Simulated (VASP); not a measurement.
# Sn (I4/mmm) in VASP: single point with PBE+D3(BJ)

Aim: the single point of Sn with PBE+D3(BJ).

Program: VASP 6.6.1. These are calculated values, not measurements. Logs are shortened: lines on timing, memory, paths and dates and some standing lists are left out, and cuts for length are marked.

## (1) The cell of the first run

The structure is tetragonal, space group I4/mmm (No. 139). The conventional cell has a = 3.789 Å, b = 3.789 Å, c = 3.931 Å, α = 90.00°, β = 90.00°, γ = 90.00°. Sn (site symmetry 4/mmm) has 14 Sn at 3.32 to 3.93 Å within 4.4 Å.

## (2) Single point, PBE+D3(BJ) (strain +0.0375 x Voigt [0, 0, 1, 0, 0, 0])

Contents of INCAR:

```
SYSTEM = Sn
PREC = Accurate ; ENCUT = 520
EDIFF = 1E-7 ; ISMEAR = 0
SIGMA = 0.15 ; LREAL = .False.
LASPH = .True. ; NELM = 100
ALGO = Fast ; ISIF = 2
LWAVE = .False. ; LCHARG = .True.
GGA = PE ; IVDW = 12
LELF = .True. ; LVHAR = .True.
NBANDS = 13
```

Contents of KPOINTS:

```
Automatic mesh
0
Gamma
  18 18 18
  0 0 0
```

Contents of POSCAR:

```
Sn
1.0
   -1.8946518192      1.8946518192      1.9657012624
    1.8946518192     -1.8946518192      1.9657012624
    1.8946518192      1.8946518192     -1.9657012624
Sn
1
Direct
    0.0000000000      0.0000000000      0.0000000000
```

Potentials or basis: VASP PAW PBE potentials, release 64 (Sn_d).

Launch:

```bash
> cat potpaw_PBE.64/Sn_d/POTCAR > POTCAR
> mpirun -np 1 vasp_std > vasp.out
```

OUTCAR:

```text
SYSTEM = Sn
   PREC = Accurate
   ENCUT = 520
   EDIFF = 1E-7
   ISMEAR = 0
   LREAL = .False.
   LASPH = .True.
   NELM = 100
   ISIF = 2
   GGA = PE
   IVDW = 12
 IVDW          = 12

 ion  position               nearest neighbor table
   1  0.000  0.000  0.000-

  LATTYP: Found a body centered tetragonal cell.
 ALAT       =     3.7893036384
 C/A-ratio  =     1.0375000000

  Lattice vectors:

 A1 = (  -1.8946518192,   1.8946518192,   1.9657012624)
 A2 = (   1.8946518192,  -1.8946518192,   1.9657012624)
 A3 = (   1.8946518192,   1.8946518192,  -1.9657012624)

Analysis of symmetry for initial positions (statically):
=====================================================================
 Subroutine PRICEL returns:
 Original cell was already a primitive cell.

 Routine SETGRP: Setting up the symmetry group for a
 body centered tetragonal supercell.

 Subroutine GETGRP returns: Found 16 space group operations
 (whereof 16 operations were pure point group operations)
 out of a pool of 16 trial point group operations.

The static configuration has the point symmetry D_4h.

Analysis of symmetry for dynamics (positions and initial velocities):
=====================================================================
 Subroutine PRICEL returns:
 Original cell was already a primitive cell.

 Routine SETGRP: Setting up the symmetry group for a
 body centered tetragonal supercell.

 Subroutine GETGRP returns: Found 16 space group operations
 (whereof 16 operations were pure point group operations)
 out of a pool of 16 trial point group operations.

The dynamic configuration has the point symmetry D_4h.

 Subroutine INISYM returns: Found 16 space group operations
 (whereof 16 operations are pure point group operations),
 and found     1 'primitive' translations

----------------------------------------------------------------------------------------

                                     Primitive cell

  volume of cell :      28.2252

  direct lattice vectors                    reciprocal lattice vectors
    -1.894651819  1.894651819  1.965701262     0.000000000  0.263900731  0.254362150
     1.894651819 -1.894651819  1.965701262     0.263900731  0.000000000  0.254362150
     1.894651819  1.894651819 -1.965701262     0.263900731  0.263900731  0.000000000

  length of vectors
     3.323160015  3.323160015  3.323160015     0.366529261  0.366529261  0.373211993

  position of ions in fractional coordinates (direct lattice)
     0.000000000  0.000000000  0.000000000

  ion indices of the primitive-cell ions
   primitive index   ion index
                 1           1

----------------------------------------------------------------------------------------

 KPOINTS: Automatic mesh

Automatic generation of k-mesh.
 Grid dimensions read from file:
 generate k-points for:   18   18   18

 Generating k-lattice:

  Cartesian coordinates                     Fractional coordinates (reciprocal lattice)
     0.000000000  0.014661152  0.014131231     0.055555556  0.000000000 -0.000000000
     0.014661152  0.000000000  0.014131231     0.000000000  0.055555556 -0.000000000
     0.014661152  0.014661152  0.000000000     0.000000000  0.000000000  0.055555556

  Length of vectors
     0.020362737  0.020362737  0.020734000

  Shift w.r.t. Gamma in fractional coordinates (k-lattice)
     0.000000000  0.000000000  0.000000000

 Subroutine IBZKPT returns following result:
 ===========================================

 Found    480 irreducible k-points:

 Following reciprocal coordinates:
            Coordinates               Weight
  0.000000  0.000000  0.000000      1.000000
  0.055556  0.000000  0.000000      8.000000
  0.111111  0.000000  0.000000      8.000000
  0.166667  0.000000  0.000000      8.000000
  0.222222 -0.000000  0.000000      8.000000
  0.277778 -0.000000  0.000000      8.000000
[... 16 lines left out ...]
 -0.277778  0.055556 -0.000000     16.000000
 -0.222222  0.055556  0.000000     16.000000
 [... further k-points ...]
   k-points           NKPTS =    480   k-points in BZ     NKDIM =    480   number of bands    NBANDS=     13
   number of dos      NEDOS =    301   number of ions     NIONS =      1
   total plane-waves  NPLWV =  21952
   dimension x,y,z NGX =    28 NGY =   28 NGZ =   28
   dimension x,y,z NGXF=    56 NGYF=   56 NGZF=   56
   ions per type =               1
   NGX,Y,Z   is equivalent  to a cutoff of  14.01, 14.01, 14.01 a.u.
   NGXF,Y,Z  is equivalent  to a cutoff of  28.01, 28.01, 28.01 a.u.
 SYSTEM =  Sn
   PREC   = accura    normal or accurate (medium, high low for compatibility)
   ISTART =      0    job   : 0-new  1-cont  2-samecut
   ICHARG =      2    charge: 1-file 2-atom 10-const
   ISPIN  =      1    spin polarized calculation?
   LNONCOLLINEAR =      F non collinear calculations
   LSORBIT =      F    spin-orbit coupling
   LASPH  =      T    aspherical Exc in radial PAW
   ENCUT  =  520.0 eV  38.22 Ry    6.18 a.u.   6.18  6.18  6.18*2*pi/ulx,y,z
   NELM   =    100;   NELMIN=  2; NELMDL= -5     # of ELM steps
   EDIFF  = 0.1E-06   stopping-criterion for ELM
   LREAL  =      F    real-space projection
   EDIFFG = 0.1E-05   stopping-criterion for IOM
   NSW    =      0    number of steps for IOM
   IBRION =     -1    ionic relax: 0-MD 1-quasi-New 2-CG
   NFREE  =      0    steps in history (QN), initial steepest desc. (CG)
   ISIF   =      2    stress and relaxation
   ISYM   =      2    0-nonsym 1-usesym 2-fastsym
   POTIM  = 0.5000    time-step for ionic-motion
   TEBEG  =    0.0;   TEEND  =   0.0 temperature during run
   PSTRESS=    0.0 pullay stress
   NELECT =      14.0000    total number of electrons
   NUPDOWN=      -1.0000    fix difference up-down
   EMIN   =  10.00;   EMAX   =-10.00  energy-range for DOS
   EFERMI =   0.00;   METHOD = LEGACY
   ISMEAR =     0;   SIGMA  =   0.15  broadening in eV -4-tet -1-fermi 0-gaus
   EFERMI_NEDOS =   21; number of points for ismear=-14 and -15
   IALGO  =     68    algorithm
   IMIX   =      4    mixing-type and parameters
     AMIX     =   0.40;   BMIX     =  1.00
     AMIX_MAG =   1.60;   BMIX_MAG =  1.00
  volume/ion in A,a.u.               =      28.23       190.47
  Fermi-wavevector in a.u.,A,eV,Ry     =   1.295902  2.448899 22.849097  1.679361
  Thomas-Fermi vector in A             =   2.427392
   LORBIT       =      0    0 simple, 1 ext, 2 COOP (PROOUT), +10 PAW based schemes
   GGA     = PE    functional components
   LHFCALC =     F    Hartree Fock is set to
   AEXX    =    0.0000 exact exchange contribution
   IVDW    =    12    specifies the selected vdW correction
   LEPSILON=     F    determine dielectric tensor
   LRPA    =     F    only Hartree local field effects (RPA)
 non-spin polarized calculation
 RMM-DIIS sequential band-by-band and
 Gauss-broadening in eV      SIGMA  =   0.15
  energy-cutoff  :      520.00
  volume of cell :       28.23
 maximum number of plane-waves:       772
 NGX is ok and might be reduce to    28
   NGX = 13   NGY = 13   NGZ = 13

 number of electron      14.0000002 magnetization

 Free energy of the ion-electron system (eV)
  ---------------------------------------------------
  ext. energy  EPLUGINS =         0.00000000
  ---------------------------------------------------
  free energy    TOTEN  =        -3.77800349 eV

  energy without entropy =       -3.77185959  energy(sigma->0) =       -3.77493154

 E-fermi :   7.6550     XC(G=0): -10.1915

 val. band max:        7.6547450383   @ k =   0.5000   0.2778   0.0000
 cond. band min:       7.6692925214   @ k =  -0.2222  -0.3333   0.2222
 fundamental gap:      0.0145474831
 Fermi energy:         7.6549598581

 k-point     1 :       0.0000    0.0000    0.0000
  band No.  band energies     occupation
      1     -13.9029      2.00000
      2     -13.9029      2.00000
      3     -13.8961      2.00000
      4     -13.7873      2.00000
      5     -13.7702      2.00000
      6      -3.1759      2.00000
      7      15.1464      0.00000
      8      15.3138      0.00000
      9      15.3138      0.00000
     10      19.3809      0.00000
     11      19.8726      0.00000
     12      19.8748      0.00000
     13      19.8787      0.00000

 k-point     2 :       0.0556    0.0000    0.0000
  band No.  band energies     occupation
      1     -13.9019      2.00000
      2     -13.9009      2.00000
      3     -13.8925      2.00000
      4     -13.7883      2.00000
      5     -13.7709      2.00000
      6      -3.1115      2.00000
      7      14.6122      0.00000
      8      15.0630      0.00000
      9      15.1719      0.00000
     10      18.6816      0.00000
     11      19.1573      0.00000
     12      19.5134      0.00000
     13      20.3806      0.00000

 k-point     3 :       0.1111    0.0000    0.0000
  band No.  band energies     occupation
      1     -13.9042      2.00000
      2     -13.8955      2.00000
      3     -13.8770      2.00000
      4     -13.7910      2.00000
      5     -13.7728      2.00000
      6      -2.9184      2.00000
      7      13.2050      0.00000
      8      14.4680      0.00000
      9      14.9694      0.00000
     10      17.9188      0.00000
     11      18.4135      0.00000
     12      19.2324      0.00000
     13      20.6486      0.00000

 k-point     4 :       0.1667    0.0000    0.0000
  band No.  band energies     occupation
      1     -13.9090      2.00000
      2     -13.8880      2.00000
      3     -13.8519      2.00000
      4     -13.7950      2.00000
      5     -13.7752      2.00000
      6      -2.5964      2.00000
      7      11.5223      0.00000
      8      13.7594      0.00000
      9      14.6627      0.00000
     10      17.2864      0.00000
     11      17.7598      0.00000
     12      19.1718      0.00000
     13      20.9219      0.00000

 k-point     5 :       0.2222   -0.0000    0.0000
  band No.  band energies     occupation
      1     -13.9152      2.00000
      2     -13.8808      2.00000
      3     -13.8206      2.00000
      4     -13.7988      2.00000
      5     -13.7776      2.00000
      6      -2.1462      2.00000
      7       9.8054      0.00000
      8      13.0666      0.00000
      9      14.2957      0.00000
     10      16.7556      0.00000
     11      17.2081      0.00000
     12      19.3591      0.00000
     13      21.2520      0.00000
[... 257 lines left out ...]
 k-point    22 :      -0.3333    0.0556   -0.0000
  band No.  band energies     occupation
      1     -13.9228      2.00000
      2     -13.8759      2.00000
      3     -13.8000      2.00000
      4     -13.7807      2.00000
      5     -13.7698      2.00000
      6      -1.1749      2.00000
      7       7.3509      1.99585
      8      11.8455      0.00000
      9      13.3781      0.00000
     10      16.4392      0.00000
     11      17.0599      0.00000
     12      19.4500      0.00000
     13      22.6036      0.00000

 k-point    23 :      -0.2778    0.0556   -0.0000
  band No.  band energies     occupation
      1     -13.9165      2.00000
      2     -13.8794      2.00000
      3     -13.8026      2.00000
      4     -13.7987      2.00000
      5     -13.7788      2.00000
      6      -1.8135      2.00000
      7       8.9494      0.00000
      8      12.4251      0.00000
      9      13.7385      0.00000
     10      16.8193      0.00000
     11      17.3485      0.00000
     12      19.1022      0.00000
     13      22.1088      0.00000

 k-point    24 :      -0.2222    0.0556    0.0000
  band No.  band energies     occupation
      1     -13.9102      2.00000
      2     -13.8864      2.00000
      3     -13.8335      2.00000
      4     -13.7957      2.00000
      5     -13.7772      2.00000
      6      -2.3293      2.00000
      7      10.6179      0.00000
      8      13.1172      0.00000
      9      14.1321      0.00000
     10      17.2797      0.00000
     11      17.6505      0.00000
     12      18.9951      0.00000
     13      21.6634      0.00000

 [... further k-points ...]

------------------------ aborting loop because EDIFF is reached ----------------------------------------

 Edisp (eV)   -0.37062

 E8    (eV) :    -0.1780

  FORCE on cell =-STRESS in cart. coord.  units (eV):
  Direction    XX          YY          ZZ          XY          YZ          ZX
  --------------------------------------------------------------------------------------
  -------------------------------------------------------------------------------------
  Total      -0.56565    -0.56565    -0.44928     0.00000     0.00000     0.00000
  in kB     -32.10862   -32.10862   -25.50294     0.00000     0.00000     0.00000
  external pressure =      -29.91 kB  Pullay stress =        0.00 kB

 VOLUME and BASIS-vectors are now :
 -----------------------------------------------------------------------------
  energy-cutoff  :      520.00
  volume of cell :       28.23
      direct lattice vectors                 reciprocal lattice vectors
    -1.894651819  1.894651819  1.965701262     0.000000000  0.263900731  0.254362150
     1.894651819 -1.894651819  1.965701262     0.263900731  0.000000000  0.254362150
     1.894651819  1.894651819 -1.965701262     0.263900731  0.263900731  0.000000000

 POSITION                                       TOTAL-FORCE (eV/Angst)
 -----------------------------------------------------------------------------------
      0.00000      0.00000      0.00000        -0.000000      0.000000     -0.000000
 -----------------------------------------------------------------------------------
    total drift:                               -0.000000     -0.000000     -0.000000

  FREE ENERGIE OF THE ION-ELECTRON SYSTEM (eV)
  ---------------------------------------------------
  free  energy   TOTEN  =        -4.1486229395 eV

  energy  without entropy=       -4.1424790325  energy(sigma->0) =       -4.14555099
```

Wall time 6.2 min (1 thread of Intel Xeon 8259CL, shared host); peak memory 0.29 GiB.

What came out:

```
Free energy                : -4.1486 eV
Pressure                   : -3.0 GPa
Band gap on the k mesh     : zero (bands 7 and 8 overlap by 9.82 eV)
Dispersion energy per atom : -0.371 eV
```

Caveat: the cell differs from its parent crystal (strain +0.0375 x Voigt [0, 0, 1, 0, 0, 0]); spin-orbit coupling is left out, which moves the levels of the heavy elements.
